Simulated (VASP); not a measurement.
# AlN (F-43m) in VASP: notebook, part 2 of 2

VASP 6.6.1.

### Step 3. Single point, PBE (strain -3.0%)

File INCAR:

```
SYSTEM = AlN
  PREC = Accurate
  ENCUT = 520
  EDIFF = 1E-6
  ISMEAR = 0
  SIGMA = 0.01
  LREAL = .FALSE.
  LASPH = .TRUE.
  NELM = 100
  ALGO = Normal
  ISIF = 2
  LWAVE = .FALSE.
  LCHARG = .FALSE.
  GGA = PE
  NBANDS = 11
```

File KPOINTS:

```
Automatic mesh
0
G
  6 6 6
  0 0 0
```

File POSCAR:

```
AlN
1.0
    0.0000000000      2.1193301201      2.1193301201
    2.1193301201      0.0000000000      2.1193301201
    2.1193301201      2.1193301201      0.0000000000
Al N
1 1
Direct
    0.0000000000      0.0000000000      0.0000000000
    0.2500000000      0.2500000000      0.2500000000
```

Potentials or basis: VASP PAW PBE potentials, release 64 (Al, N).

Launch:

```bash
$ cat potpaw_PBE.64/Al/POTCAR potpaw_PBE.64/N/POTCAR > POTCAR
$ mpirun -np 1 vasp_std > vasp.out
```

OUTCAR:

```text
SYSTEM = AlN
   PREC = Accurate
   ENCUT = 520
   EDIFF = 1E-6
   ISMEAR = 0
   LREAL = .FALSE.
   LASPH = .TRUE.
   NELM = 100
   ISIF = 2
   GGA = PE

 ion  position               nearest neighbor table
   1  0.000  0.000  0.000-   2 1.84   2 1.84   2 1.84   2 1.84
   2  0.250  0.250  0.250-   1 1.84   1 1.84   1 1.84   1 1.84

  LATTYP: Found a face centered cubic cell.
 ALAT       =     4.2386602402

  Lattice vectors:

 A1 = (   0.0000000000,   2.1193301201,   2.1193301201)
 A2 = (   2.1193301201,   0.0000000000,   2.1193301201)
 A3 = (   2.1193301201,   2.1193301201,   0.0000000000)

Analysis of symmetry for initial positions (statically):
=====================================================================
 Subroutine PRICEL returns:
 Original cell was already a primitive cell.

 Routine SETGRP: Setting up the symmetry group for a
 face centered cubic supercell.

 Subroutine GETGRP returns: Found 24 space group operations
 (whereof 24 operations were pure point group operations)
 out of a pool of 48 trial point group operations.

The static configuration has the point symmetry T_d .

Analysis of symmetry for dynamics (positions and initial velocities):
[... 161 lines left out ...]
      2       6.8555      2.00000
      3       6.8555      2.00000
      4       6.8555      2.00000
      5      11.8742      0.00000
      6      20.3343      0.00000
      7      20.3343      0.00000
      8      20.3343      0.00000
      9      25.2793      0.00000
     10      25.2793      0.00000
     11      26.8709      0.00000
[... 197 lines left out ...]
 k-point    16 :      -0.3333    0.5000    0.1667
  band No.  band energies     occupation
      1      -5.5635      2.00000
      2       2.3056      2.00000
      3       3.9067      2.00000
      4       4.1765      2.00000
      5      12.2774      0.00000
      6      17.8044      0.00000
      7      20.7882      0.00000
      8      21.1012      0.00000
      9      24.6392      0.00000
     10      28.1650      0.00000
     11      33.3667      0.00000

------------------------ aborting loop because EDIFF is reached ----------------------------------------

  FORCE on cell =-STRESS in cart. coord.  units (eV):
  Direction    XX          YY          ZZ          XY          YZ          ZX
  --------------------------------------------------------------------------------------
  -------------------------------------------------------------------------------------
  Total        3.2427411      3.2427411      3.2427411     -0.0000000      0.0000000      0.0000000
  in kB      272.8959098    272.8959098    272.8959098     -0.0000000      0.0000000      0.0000000
  external PRESSURE =     272.8959098 kB  Pullay stress =       0.0000000 kB

 VOLUME and BASIS-vectors are now :
 -----------------------------------------------------------------------------
  energy-cutoff  :      520.00
  volume of cell :       19.04
      direct lattice vectors                 reciprocal lattice vectors
     0.000000000  2.119330120  2.119330120    -0.235923604  0.235923604  0.235923604
     2.119330120  0.000000000  2.119330120     0.235923604 -0.235923604  0.235923604
     2.119330120  2.119330120  0.000000000     0.235923604  0.235923604 -0.235923604

 POSITION                                       TOTAL-FORCE (eV/Angst)
 -----------------------------------------------------------------------------------
      0.00000      0.00000      0.00000        -0.000000     -0.000000     -0.000000
      1.05967      1.05967      1.05967         0.000000      0.000000      0.000000
 -----------------------------------------------------------------------------------
    total drift:                                0.000000      0.000000      0.000000

  FREE ENERGIE OF THE ION-ELECTRON SYSTEM (eV)
  ---------------------------------------------------
  free  energy   TOTEN  =       -14.6677049753 eV

  energy  without entropy=      -14.6677049753  energy(sigma->0) =      -14.66770498
```

OSZICAR:

```text
N       E                     dE             d eps       ncg     rms          rms(c)
DAV:   1     0.121158728339E+02    0.12116E+02   -0.38022E+03   352   0.615E+02
DAV:   2    -0.164573049736E+02   -0.28573E+02   -0.26093E+02   422   0.142E+02
DAV:   3    -0.172364851588E+02   -0.77918E+00   -0.77822E+00   430   0.230E+01
DAV:   4    -0.172406078862E+02   -0.41227E-02   -0.41225E-02   394   0.179E+00
DAV:   5    -0.172406566296E+02   -0.48743E-04   -0.48742E-04   433   0.184E-01    0.910E+00
DAV:   6    -0.146889505345E+02    0.25517E+01   -0.11611E+01   417   0.177E+01    0.298E+00
DAV:   7    -0.146743169821E+02    0.14634E-01   -0.24236E-01   403   0.356E+00    0.219E+00
DAV:   8    -0.146689978376E+02    0.53191E-02   -0.27044E-02   382   0.153E+00    0.576E-01
DAV:   9    -0.146676573057E+02    0.13405E-02   -0.39337E-03   418   0.375E-01    0.239E-01
DAV:  10    -0.146676904796E+02   -0.33174E-04   -0.33952E-04   394   0.122E-01    0.343E-02
DAV:  11    -0.146677048385E+02   -0.14359E-04   -0.13124E-05   400   0.283E-02    0.133E-02
DAV:  12    -0.146677049753E+02   -0.13677E-06   -0.15224E-07   254   0.329E-03
   1 F= -.14667705E+02 E0= -.14667705E+02  d E =-.258669E-87
```

stdout:

```text
POSCAR found type information on POSCAR AlN
 POSCAR found :  2 types and       2 ions
 scaLAPACK will be used
 LDA part: xc-table for (Slater+PW92), standard interpolation
 POSCAR, INCAR and KPOINTS ok, starting setup
 FFT: planning ... GRIDC
 FFT: planning ... GRID_SOFT
 FFT: planning ... GRID
 WAVECAR not read
 entering main loop
```

Run time: 3.6 s. Hardware: 1 thread of Intel Xeon Platinum 8488C (Sapphire Rapids), shared host; peak memory 0.13 GiB.

Results:

| Quantity | Value |
| --- | --- |
| Free energy | -14.6677 eV |
| Pressure | 27.3 GPa |
| Band gap on the k mesh | 3.36 eV, indirect (least direct gap 5.02 eV) |

Caveat: the k points lie up to 0.43 Å⁻¹ apart; the cell differs from its parent crystal (strain -3.0%). A k mesh can miss the band edges.

### Step 4. Single point, PBE

This run uses another cell than the first one, of 10.43 Å³/atom, 1.130 times its volume.

File INCAR:

```
SYSTEM = AlN
PREC     = Accurate       ! precision mode
ENCUT    = 520            ! plane-wave cutoff, eV
EDIFF    = 1E-6           ! SCF threshold, eV
ISMEAR   = 0              ! smearing method
SIGMA    = 0.01           ! smearing width, eV
LREAL    = .False.        ! projectors in reciprocal space
LASPH    = .True.         ! aspherical terms in the spheres
NELM     = 60             ! most SCF steps
ALGO     = Normal         ! electronic algorithm
ISIF     = 2              ! what is computed and relaxed
LWAVE    = .False.        ! write WAVECAR
LCHARG   = .False.        ! write CHGCAR
GGA      = PE             ! functional
NBANDS   = 11             ! bands
```

File KPOINTS:

```
regular mesh
0
Gamma
  6 6 6
  0 0 0
```

File POSCAR:

```
AlN
1.0
    0.0000000000      2.1848764125      2.1848764125
    2.1848764125      0.0000000000      2.1848764125
    2.1848764125      2.1848764125      0.0000000000
Al N
1 1
Direct
    0.0000000000      0.0000000000      0.0000000000
    0.2500000000      0.2500000000      0.2500000000
```

Launch:

```bash
$ cat potpaw_PBE.64/Al/POTCAR potpaw_PBE.64/N/POTCAR > POTCAR
$ mpirun -np 1 vasp_std > vasp.out
```

Wall time 3.6 s (1 thread of Intel Xeon Platinum 8488C (Sapphire Rapids), shared host); peak memory 0.13 GiB.

It converged, with:

| Item | Value |
| --- | --- |
| Free energy | -14.8394 eV |
| Pressure | 4.3 GPa |
| Band gap on the k mesh | 3.32 eV, indirect (least direct gap 4.18 eV) |

Levels at points of the mesh, in eV from the valence-band top:
```csv
k point,band 2,band 3,band 4,band 5,band 6,band 7
"(0.00, 0.00, 0.00)",0.00,0.00,0.00,4.18,12.55,12.55
"(0.50, 0.00, 0.00)",-5.85,-0.48,-0.48,7.37,9.86,11.14
"(0.50, 0.50, 0.00)",-4.90,-1.77,-1.77,3.32,8.61,13.94
```

A k mesh can miss the band edges.

### Step 5. Single point, PBE (strain -2.0%)

File INCAR:

```
SYSTEM = AlN
ALGO = Normal ; EDIFF = 1E-7
ENCUT = 520 ; GGA = PE
ISIF = 2 ; ISMEAR = 0
LASPH = .True. ; LCHARG = .True.
LELF = .True. ; LREAL = .False.
LVHAR = .True. ; LWAVE = .False.
NBANDS = 11 ; NELM = 100
PREC = Accurate ; SIGMA = 0.01
```

File KPOINTS:

```
k-points
0
Gamma
  6 6 6
  0 0 0
```

File POSCAR:

```
AlN
1.0
    0.0000000000      2.1411788842      2.1411788842
    2.1411788842      0.0000000000      2.1411788842
    2.1411788842      2.1411788842      0.0000000000
Al N
1 1
Direct
    0.0000000000      0.0000000000      0.0000000000
    0.2500000000      0.2500000000      0.2500000000
```

Launch:

```bash
$ cat potpaw_PBE.64/Al/POTCAR potpaw_PBE.64/N/POTCAR > POTCAR
$ mpirun -np 1 vasp_std > vasp.out
```

Wall time 4 s (1 thread of Intel Xeon Platinum 8488C (Sapphire Rapids), shared host); peak memory 0.13 GiB.

It converged, with:

| Property | Result |
| --- | --- |
| Free energy | -14.7531 eV |
| Pressure | 18.7 GPa |
| Band gap on the k mesh | 3.34 eV, indirect (least direct gap 4.73 eV) |

Levels at points of the mesh, in eV from the valence-band top:
| k point | band 1 | band 2 | band 3 | band 4 | band 5 | band 6 | band 7 | band 8 | band 9 |
| --- | --- | --- | --- | --- | --- | --- | --- | --- | --- |
| (0.00, 0.00, 0.00) | -15.33 | 0.00 | 0.00 | 0.00 | 4.73 | 13.16 | 13.16 | 13.16 | 18.17 |
| (0.50, 0.00, 0.00) | -13.10 | -6.11 | -0.49 | -0.49 | 7.93 | 10.28 | 11.52 | 11.52 | 18.80 |
| (0.50, 0.50, 0.00) | -12.41 | -5.09 | -1.84 | -1.84 | 3.34 | 8.98 | 14.79 | 16.48 | 16.48 |

Caveat: the k points lie up to 0.42 Å⁻¹ apart; the cell differs from its parent crystal (strain -2.0%). A k mesh can miss the band edges.

### Step 6. Single point, PBE (strain -1.0%)

File INCAR:

```
ALGO     = Normal         # electronic algorithm
EDIFF    = 1E-6           # SCF threshold, eV
ENCUT    = 520            # plane-wave cutoff, eV
GGA      = PE             # functional
ISIF     = 2              # what is computed and relaxed
ISMEAR   = 0              # smearing method
LASPH    = T              # aspherical terms in the spheres
LCHARG   = F              # write CHGCAR
LREAL    = F              # projectors in reciprocal space
LWAVE    = F              # write WAVECAR
NBANDS   = 11             # bands
NELM     = 100            # most SCF steps
PREC     = Accurate       # precision mode
SIGMA    = 0.01           # smearing width, eV
```

File KPOINTS:

```
k-points
0
Gamma
  6 6 6
```

File POSCAR:

```
AlN
1.0
    0.0000000000      2.1630276483      2.1630276483
    2.1630276483      0.0000000000      2.1630276483
    2.1630276483      2.1630276483      0.0000000000
Al N
1 1
Direct
    0.0000000000      0.0000000000      0.0000000000
    0.2500000000      0.2500000000      0.2500000000
```

Potentials or basis: VASP PAW PBE potentials, release 64 (Al, N).

Launch:

```bash
$ cat potpaw_PBE.64/Al/POTCAR potpaw_PBE.64/N/POTCAR > POTCAR
$ mpirun -np 1 vasp_std > vasp.out
```

Run time: 3.7 s. Hardware: 1 thread of Intel Xeon Platinum 8488C (Sapphire Rapids), shared host; peak memory 0.13 GiB.

It converged, with:

```yaml
Free_energy: -14.8095 eV
Pressure: 11.1 GPa
Band_gap_on_the_k_mesh: 3.33 eV, indirect (least direct gap 4.45 eV)
```

Levels at points of the mesh, in eV from the valence-band top:
```tsv
k point	band 1	band 2	band 3	band 4	band 5	band 6	band 7	band 8
(0.00, 0.00, 0.00)	-15.15	0.00	0.00	0.00	4.45	12.85	12.85	12.85
(0.50, 0.00, 0.00)	-13.02	-5.98	-0.48	-0.48	7.64	10.06	11.33	11.33
(0.50, 0.50, 0.00)	-12.35	-4.99	-1.80	-1.80	3.33	8.79	14.36	16.10
```

Caveat: the cell differs from its parent crystal (strain -1.0%). A k mesh can miss the band edges.

### Step 7. The runs side by side

| cell | gap on the mesh (eV) | pressure (GPa) |
| --- | --- | --- |
| a = 2.966 Å, angles 60.0°, 2 atoms | 3.37 | 37.0 |
| a = 2.997 Å, angles 60.0°, 2 atoms | 3.36 | 27.3 |
| a = 3.090 Å, angles 60.0°, 2 atoms | 3.32 | 4.3 |
| a = 3.028 Å, angles 60.0°, 2 atoms | 3.34 | 18.7 |
| a = 3.059 Å, angles 60.0°, 2 atoms | 3.33 | 11.1 |

Alike in all rows: task single point; level PBE; potentials or basis VASP PAW PBE potentials, release 64 (Al, N); no spin polarisation; k mesh 6 × 6 × 6; cutoff (eV) 520; smearing gaussian 0.01 eV.

Caveats: some runs use coarse meshes.

Total energies depend on the potentials used, so only differences within one code and one set of settings carry meaning.
